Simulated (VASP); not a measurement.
# Pd (C2/c) in VASP: further runs

The runs below take Pd through single point, with revPBE.

Program: VASP 6.6.1. These are calculated values, not measurements. Logs are shortened: lines on timing, memory, paths and dates and some standing lists are left out, and cuts for length are marked.

## (1) The cell of the first run

The typed cell holds 2 atoms: a = 4.698 Å, b = 4.698 Å, c = 2.767 Å, α = 90.01°, β = 90.01°, γ = 146.03°.

## (2) Single point, revPBE, collinear spin (17.07 Å³/atom)

INCAR

```
ALGO = Normal
EDIFF = 1E-7
ENCUT = 520
GGA = RE
ISIF = 2
ISMEAR = -1
ISPIN = 2
LASPH = True
LCHARG = False
LMAXMIX = 4
LORBIT = 11
LREAL = False
LWAVE = False
MAGMOM = 0.5 0.5
NBANDS = 21
NELM = 150
PREC = Accurate
SIGMA = 0.05
```

KPOINTS

```
k-points
0
Gamma
  14 14 13
```

POSCAR

```
Pd
1.0
   -2.9716956942      3.3831206616      1.3412110816
    3.3831206616     -2.9716956942      1.3412110816
    1.9121825673      1.9121825673     -0.5876855003
Pd
2
Direct
    0.0079678054      0.9920321946      1.0000000000
    0.7420321946      0.2579678054      0.5000000000
```

Potentials or basis: VASP PAW PBE potentials, release 64 (Pd).

Run with:

```bash
$ cat potpaw_PBE.64/Pd/POTCAR > POTCAR
$ mpirun -np 1 vasp_std > vasp.out
```

OUTCAR:

```text
EDIFF = 1E-7
   ENCUT = 520
   GGA = RE
   ISIF = 2
   ISMEAR = -1
   ISPIN = 2
   LASPH = True
   LORBIT = 11
   LREAL = False
   NELM = 150
   PREC = Accurate

 ion  position               nearest neighbor table
   1  0.008  0.992  0.000-   2 2.76   2 2.76   2 2.87   2 2.87   2 2.87   2 2.87
   2  0.742  0.258  0.500-   1 2.76   1 2.76   1 2.87   1 2.87   1 2.87   1 2.87

  LATTYP: Found a base centered monoclinic cell.
 ALAT       =     2.7448004789
 B/A-ratio  =     3.2742152101
 C/A-ratio  =     1.0082175026
 COS(beta)  =    -0.0003924925

  Lattice vectors:

 A1 = (  -2.9716956942,   3.3831206616,   1.3412110816)
 A2 = (   3.3831206616,  -2.9716956942,   1.3412110816)
 A3 = (   1.9121825673,   1.9121825673,  -0.5876855003)

Analysis of symmetry for initial positions (statically):
=====================================================================
 Subroutine PRICEL returns:
 Original cell was already a primitive cell.

 Routine SETGRP: Setting up the symmetry group for a
 base centered monoclinic supercell.

 Subroutine GETGRP returns: Found  4 space group operations
 (whereof  2 operations were pure point group operations)
 out of a pool of  4 trial point group operations.

The static configuration has the point symmetry C_2 .
 The point group associated with its full space group is C_2h.

Analysis of symmetry for dynamics (positions and initial velocities):
=====================================================================
 Subroutine PRICEL returns:
 Original cell was already a primitive cell.

 Routine SETGRP: Setting up the symmetry group for a
 base centered monoclinic supercell.

 Subroutine GETGRP returns: Found  4 space group operations
 (whereof  2 operations were pure point group operations)
 out of a pool of  4 trial point group operations.

The dynamic configuration has the point symmetry C_2 .
 The point group associated with its full space group is C_2h.

Analysis of structural, dynamic, and magnetic symmetry:
=====================================================================
 Subroutine PRICEL returns:
 Original cell was already a primitive cell.

 Routine SETGRP: Setting up the symmetry group for a
 base centered monoclinic supercell.

 Subroutine GETGRP returns: Found  4 space group operations
 (whereof  2 operations were pure point group operations)
 out of a pool of  4 trial point group operations.

The overall configuration has the point symmetry C_2 .
 The point group associated with its full space group is C_2h.

 Subroutine INISYM returns: Found  4 space group operations
 (whereof  2 operations are pure point group operations),
 and found     1 'primitive' translations

----------------------------------------------------------------------------------------

                                     Primitive cell

  volume of cell :      34.1322

  direct lattice vectors                    reciprocal lattice vectors
    -2.971695694  3.383120662  1.341211082    -0.023972054  0.133388905  0.356015242
     3.383120662 -2.971695694  1.341211082     0.133388905 -0.023972054  0.356015242
     1.912182567  1.912182567 -0.587685500     0.249710250  0.249710250 -0.076600196

  length of vectors
     4.698438876  4.698438876  2.767355884     0.380938462  0.380938462  0.361355792

  position of ions in fractional coordinates (direct lattice)
     0.007967805  0.992032195  0.000000000
     0.742032195  0.257967805  0.500000000

  ion indices of the primitive-cell ions
   primitive index   ion index
                 1           1
                 2           2

----------------------------------------------------------------------------------------

 KPOINTS: k-points

Automatic generation of k-mesh.
 Grid dimensions read from file:
 generate k-points for:   14   14   13

 Generating k-lattice:

  Cartesian coordinates                     Fractional coordinates (reciprocal lattice)
    -0.001712290  0.009527779  0.025429660     0.071428571  0.000000000  0.000000000
     0.009527779 -0.001712290  0.025429660     0.000000000  0.071428571  0.000000000
     0.019208481  0.019208481 -0.005892323    -0.000000000 -0.000000000  0.076923077

  Length of vectors
     0.027209890  0.027209890  0.027796599

  Shift w.r.t. Gamma in fractional coordinates (k-lattice)
     0.000000000  0.000000000  0.000000000

 Subroutine IBZKPT returns following result:
 ===========================================

 Found    687 irreducible k-points:

 Following reciprocal coordinates:
            Coordinates               Weight
  0.000000  0.000000  0.000000      1.000000
  0.071429  0.000000  0.000000      4.000000
  0.142857  0.000000  0.000000      4.000000
  0.214286  0.000000 -0.000000      4.000000
  0.285714  0.000000 -0.000000      4.000000
  0.357143  0.000000 -0.000000      4.000000
[... 16 lines left out ...]
  0.214286  0.142857  0.000000      4.000000
  0.285714  0.142857  0.000000      4.000000
 [... further k-points ...]
   k-points           NKPTS =    687   k-points in BZ     NKDIM =    687   number of bands    NBANDS=     21
   number of dos      NEDOS =    301   number of ions     NIONS =      2
   total plane-waves  NPLWV =  31104
   dimension x,y,z NGX =    36 NGY =   36 NGZ =   24
   dimension x,y,z NGXF=    72 NGYF=   72 NGZF=   48
   ions per type =               2
   NGX,Y,Z   is equivalent  to a cutoff of  12.74, 12.74, 14.42 a.u.
   NGXF,Y,Z  is equivalent  to a cutoff of  25.48, 25.48, 28.84 a.u.
 SYSTEM =  unknown system
   PREC   = accura    normal or accurate (medium, high low for compatibility)
   ISTART =      0    job   : 0-new  1-cont  2-samecut
   ICHARG =      2    charge: 1-file 2-atom 10-const
   ISPIN  =      2    spin polarized calculation?
   LNONCOLLINEAR =      F non collinear calculations
   LSORBIT =      F    spin-orbit coupling
   LASPH  =      T    aspherical Exc in radial PAW
   ENCUT  =  520.0 eV  38.22 Ry    6.18 a.u.   8.74  8.74  5.15*2*pi/ulx,y,z
   NELM   =    150;   NELMIN=  2; NELMDL= -5     # of ELM steps
   EDIFF  = 0.1E-06   stopping-criterion for ELM
   LREAL  =      F    real-space projection
   EDIFFG = 0.1E-05   stopping-criterion for IOM
   NSW    =      0    number of steps for IOM
   IBRION =     -1    ionic relax: 0-MD 1-quasi-New 2-CG
   NFREE  =      0    steps in history (QN), initial steepest desc. (CG)
   ISIF   =      2    stress and relaxation
   ISYM   =      2    0-nonsym 1-usesym 2-fastsym
   POTIM  = 0.5000    time-step for ionic-motion
   TEBEG  =    0.0;   TEEND  =   0.0 temperature during run
   PSTRESS=    0.0 pullay stress
   NELECT =      20.0000    total number of electrons
   NUPDOWN=      -1.0000    fix difference up-down
   EMIN   =  10.00;   EMAX   =-10.00  energy-range for DOS
   EFERMI =   0.00;   METHOD = LEGACY
   ISMEAR =    -1;   SIGMA  =   0.05  broadening in eV -4-tet -1-fermi 0-gaus
   EFERMI_NEDOS =   21; number of points for ismear=-14 and -15
   IALGO  =     38    algorithm
   IMIX   =      4    mixing-type and parameters
     AMIX     =   0.40;   BMIX     =  1.00
     AMIX_MAG =   1.60;   BMIX_MAG =  1.00
  volume/ion in A,a.u.               =      17.07       115.17
  Fermi-wavevector in a.u.,A,eV,Ry     =   1.369925  2.588784 25.533993  1.876696
  Thomas-Fermi vector in A             =   2.495757
   LORBIT       =     11    0 simple, 1 ext, 2 COOP (PROOUT), +10 PAW based schemes
   GGA     = RE    functional components
   LHFCALC =     F    Hartree Fock is set to
   AEXX    =    0.0000 exact exchange contribution
   IVDW    =     0    specifies the selected vdW correction
   LEPSILON=     F    determine dielectric tensor
   LRPA    =     F    only Hartree local field effects (RPA)
 spin polarized calculation
  energy-cutoff  :      520.00
  volume of cell :       34.13
 maximum number of plane-waves:       933
   NGX = 17   NGY = 17   NGZ = 11

 number of electron      20.0000001 magnetization       0.0001318

 Free energy of the ion-electron system (eV)
  ---------------------------------------------------
  ext. energy  EPLUGINS =         0.00000000
  ---------------------------------------------------
  free energy    TOTEN  =        -9.20469066 eV

  energy without entropy =       -9.17567235  energy(sigma->0) =       -9.19018150

 E-fermi :   7.6776     XC(G=0): -12.1594

 val. band max:        7.6775897639   @ k =  -0.1429  -0.4286   0.0769
 cond. band min:       7.6776508255   @ k =   0.4286   0.1429   0.0769
 fundamental gap:      0.0000610615
 Fermi energy:         7.6775945903

 spin component 1

 k-point     1 :       0.0000    0.0000    0.0000
  band No.  band energies     occupation
      1       1.5773      1.00000
      2       3.2019      1.00000
      3       3.8014      1.00000
      4       4.2816      1.00000
      5       5.4123      1.00000
      6       5.7248      1.00000
[... 13 lines left out ...]
     20      28.6651      0.00000
     21      29.6283      0.00000

 k-point     2 :       0.0714    0.0000    0.0000
  band No.  band energies     occupation
      1       1.7041      1.00000
      2       3.2441      1.00000
      3       3.9031      1.00000
      4       4.3676      1.00000
      5       5.4366      1.00000
      6       5.7254      1.00000
[... 13 lines left out ...]
     20      29.2493      0.00000
     21      29.8374      0.00000

 k-point     3 :       0.1429    0.0000    0.0000
  band No.  band energies     occupation
      1       2.0619      1.00000
      2       3.3587      1.00000
      3       4.1822      1.00000
      4       4.6240      1.00000
      5       5.5042      1.00000
      6       5.7323      1.00000
[... 13 lines left out ...]
     20      30.4137      0.00000
     21      31.0707      0.00000
[... 457 lines left out ...]
 k-point    23 :       0.2143    0.1429    0.0000
  band No.  band energies     occupation
      1       3.3161      1.00000
      2       3.8232      1.00000
      3       4.5758      1.00000
      4       4.9727      1.00000
      5       5.5100      1.00000
      6       5.6558      1.00000
[... 13 lines left out ...]
     20      30.6163      0.00000
     21      31.4267      0.00000

 k-point    24 :       0.2857    0.1429    0.0000
  band No.  band energies     occupation
      1       3.3942      1.00000
      2       3.9133      1.00000
      3       4.5201      1.00000
      4       5.0890      1.00000
      5       5.5218      1.00000
      6       5.6660      1.00000
[... 13 lines left out ...]
     20      29.5918      0.00000
     21      31.0621      0.00000

 [... further k-points ...]

 spin component 2

 k-point     1 :       0.0000    0.0000    0.0000
  band No.  band energies     occupation
      1       1.5773      1.00000
      2       3.2019      1.00000
      3       3.8014      1.00000
      4       4.2817      1.00000
      5       5.4123      1.00000
      6       5.7248      1.00000
[... 13 lines left out ...]
     20      28.6651      0.00000
     21      29.6283      0.00000

 k-point     2 :       0.0714    0.0000    0.0000
  band No.  band energies     occupation
      1       1.7041      1.00000
      2       3.2441      1.00000
      3       3.9031      1.00000
      4       4.3676      1.00000
      5       5.4366      1.00000
      6       5.7254      1.00000
[... 13 lines left out ...]
     20      29.2493      0.00000
     21      29.8374      0.00000

 k-point     3 :       0.1429    0.0000    0.0000
  band No.  band energies     occupation
      1       2.0618      1.00000
      2       3.3588      1.00000
      3       4.1823      1.00000
      4       4.6240      1.00000
      5       5.5042      1.00000
      6       5.7323      1.00000
[... 13 lines left out ...]
     20      30.4137      0.00000
     21      31.0707      0.00000
[... 457 lines left out ...]
 k-point    23 :       0.2143    0.1429    0.0000
  band No.  band energies     occupation
      1       3.3161      1.00000
      2       3.8233      1.00000
      3       4.5758      1.00000
      4       4.9727      1.00000
      5       5.5101      1.00000
      6       5.6558      1.00000
[... 13 lines left out ...]
     20      30.6163      0.00000
     21      31.4267      0.00000

 k-point    24 :       0.2857    0.1429    0.0000
  band No.  band energies     occupation
      1       3.3942      1.00000
      2       3.9133      1.00000
      3       4.5201      1.00000
      4       5.0890      1.00000
      5       5.5218      1.00000
      6       5.6660      1.00000
[... 13 lines left out ...]
     20      29.5918      0.00000
     21      31.0621      0.00000

 [... further k-points ...]

------------------------ aborting loop because EDIFF is reached ----------------------------------------

  FORCE on cell =-STRESS in cart. coord.  units (eV):
  Direction    XX          YY          ZZ          XY          YZ          ZX
  --------------------------------------------------------------------------------------
  -------------------------------------------------------------------------------------
  Total       -1.0992987     -1.0992987     -1.0414274      0.0244614      0.0054600      0.0054600
  in kB      -51.6015225    -51.6015225    -48.8850225      1.1482276      0.2562943      0.2562923
  external PRESSURE =     -50.6960225 kB  Pullay stress =       0.0000000 kB

 VOLUME and BASIS-vectors are now :
 -----------------------------------------------------------------------------
  energy-cutoff  :      520.00
  volume of cell :       34.13
      direct lattice vectors                 reciprocal lattice vectors
    -2.971695694  3.383120662  1.341211082    -0.023972054  0.133388905  0.356015242
     3.383120662 -2.971695694  1.341211082     0.133388905 -0.023972054  0.356015242
     1.912182567  1.912182567 -0.587685500     0.249710250  0.249710250 -0.076600196

 POSITION                                       TOTAL-FORCE (eV/Angst)
 -----------------------------------------------------------------------------------
      3.33249     -2.92106      1.34121        -0.021087      0.021087     -0.000000
     -0.37627      2.69987      1.04737         0.021087     -0.021087      0.000000
 -----------------------------------------------------------------------------------
    total drift:                                0.000000     -0.000000      0.000000

  FREE ENERGIE OF THE ION-ELECTRON SYSTEM (eV)
  ---------------------------------------------------
  free  energy   TOTEN  =        -9.2046906570 eV

  energy  without entropy=       -9.1756723530  energy(sigma->0) =       -9.19018150

 total charge

# of ion       s       p       d       tot
------------------------------------------
    1        0.447   0.359   8.457   9.263
    2        0.447   0.359   8.457   9.263
--------------------------------------------------
tot          0.894   0.717  16.914  18.525

 magnetization (x)

# of ion       s       p       d       tot
------------------------------------------
    1        0.000  -0.000   0.000   0.000
    2        0.000  -0.000   0.000   0.000
--------------------------------------------------
tot          0.000  -0.000   0.000   0.000
```

Wall time 31 min (1 thread of Oxide Virtual Turin-like, shared host); peak memory 0.68 GiB.

Results:

```
Free energy                                           : -9.2047 eV
Pressure                                              : -5.1 GPa
Largest force                                         : 0.030 eV/Å
Band gap on the k mesh                                : zero (filled and empty bands overlap)
Net moment                                            : 0.00 μB per cell
Valence electrons inside the program's atomic spheres : Pd 9.26
```

Forces in eV/Å, atoms in the order of the input:
```
Pd  -0.021  0.021  0.000
Pd   0.021 -0.021  0.000
```

Levels at points of the mesh, in eV from the Fermi level:
Spin up:
| k point | band 7 | band 8 | band 9 | band 10 | band 11 | band 12 | band 13 | band 14 |
| --- | --- | --- | --- | --- | --- | --- | --- | --- |
| (0.00, 0.00, 0.00) | -1.25 | -0.79 | -0.41 | -0.20 | 0.28 | 2.00 | 7.18 | 14.01 |
| (0.50, 0.00, 0.00) | -1.36 | -1.04 | -0.92 | -0.10 | 1.80 | 3.73 | 4.46 | 9.07 |
| (0.50, 0.50, 0.00) | -1.51 | -1.16 | -1.13 | -0.57 | -0.03 | 0.09 | 13.87 | 14.30 |
Spin down:
| k point | band 6 | band 7 | band 8 | band 9 | band 10 | band 11 | band 12 | band 13 | band 14 | band 15 |
| --- | --- | --- | --- | --- | --- | --- | --- | --- | --- | --- |
| (0.00, 0.00, 0.00) | -1.95 | -1.25 | -0.79 | -0.41 | -0.20 | 0.28 | 2.00 | 7.18 | 14.01 | 17.41 |
| (0.50, 0.00, 0.00) | -1.77 | -1.36 | -1.04 | -0.92 | -0.10 | 1.80 | 3.73 | 4.46 | 9.07 | 12.89 |
| (0.50, 0.50, 0.00) | -1.90 | -1.51 | -1.16 | -1.13 | -0.57 | -0.03 | 0.09 | 13.87 | 14.30 | 15.77 |

Caveat: the cell stands under tension; the PAW data sets were made with another functional, which shifts forces and pressure a little.

## (3) Single point, revPBE, collinear spin (17.72 Å³/atom)

This run uses another cell than the first one, of 17.72 Å³/atom.

INCAR

```
ALGO     = Normal         # electronic algorithm
EDIFF    = 1E-6           # SCF threshold, eV
ENCUT    = 520            # plane-wave cutoff, eV
GGA      = RE             # functional
ISIF     = 2              # what is computed and relaxed
ISMEAR   = -1             # smearing method
ISPIN    = 2              # spin polarisation
LASPH    = True           # aspherical terms in the spheres
LCHARG   = False          # write CHGCAR
LMAXMIX  = 4              # l up to which the mixer works
LORBIT   = 11             # projections on sites
LREAL    = False          # projectors in reciprocal space
LWAVE    = False          # write WAVECAR
MAGMOM   = 0.5 0.5        # initial moments
NBANDS   = 21             # bands
NELM     = 150            # most SCF steps
PREC     = Accurate       # precision mode
SIGMA    = 0.05           # smearing width, eV
```

KPOINTS is that of step 2.

POSCAR

```
Pd
1.0
   -3.0093160891      3.4259495204      1.3581902396
    3.4259495204     -3.0093160891      1.3581902396
    1.9363899798      1.9363899798     -0.5951253471
Pd
2
Direct
    0.0079678054      0.9920321946      1.0000000000
    0.7420321946      0.2579678054      0.5000000000
```

Potentials or basis: VASP PAW PBE potentials, release 64 (Pd).

Run with:

```bash
$ cat potpaw_PBE.64/Pd/POTCAR > POTCAR
$ mpirun -np 1 vasp_std > vasp.out
```

It took 22 min on 1 thread of Oxide Virtual Turin-like, shared host; peak memory 0.71 GiB.

The run converged. Its results:

```yaml
Free_energy: -9.1480 eV
Pressure: -8.8 GPa
Largest_force: 0.059 eV/Å
Band_gap_on_the_k_mesh: zero (filled and empty bands overlap)
Net_moment: 0.00 μB per cell
Valence_electrons_inside_the_program's_atomic_spheres: Pd 9.21
```

Forces on the atoms (eV/Å):
```
Pd  -0.042  0.042  0.000
Pd   0.042 -0.042  0.000
```

Stress tensor (GPa, compression positive):
```
-8.95  0.07  0.08
 0.07 -8.95  0.08
 0.08  0.08 -8.38
```

Levels at points of the mesh, in eV from the Fermi level:
Spin up:
```tsv
k point	band 6	band 7	band 8	band 9	band 10	band 11	band 12	band 13	band 14	band 15
(0.00, 0.00, 0.00)	-1.84	-1.17	-0.74	-0.39	-0.19	0.25	2.05	6.92	13.77	17.05
(0.50, 0.00, 0.00)	-1.67	-1.28	-0.95	-0.86	-0.10	1.77	3.62	4.37	8.77	12.64
(0.50, 0.50, 0.00)	-1.79	-1.41	-1.10	-1.06	-0.54	-0.04	0.07	13.58	14.06	15.44
```
Spin down:
```csv
k point,band 8,band 9,band 10,band 11,band 12,band 13
"(0.00, 0.00, 0.00)",-0.74,-0.39,-0.19,0.25,2.05,6.92
"(0.50, 0.00, 0.00)",-0.95,-0.86,-0.10,1.77,3.62,4.37
"(0.50, 0.50, 0.00)",-1.10,-1.06,-0.54,-0.04,0.07,13.58
```

Caveat: the cell stands under tension; the PAW data sets were made with another functional, which shifts forces and pressure a little.
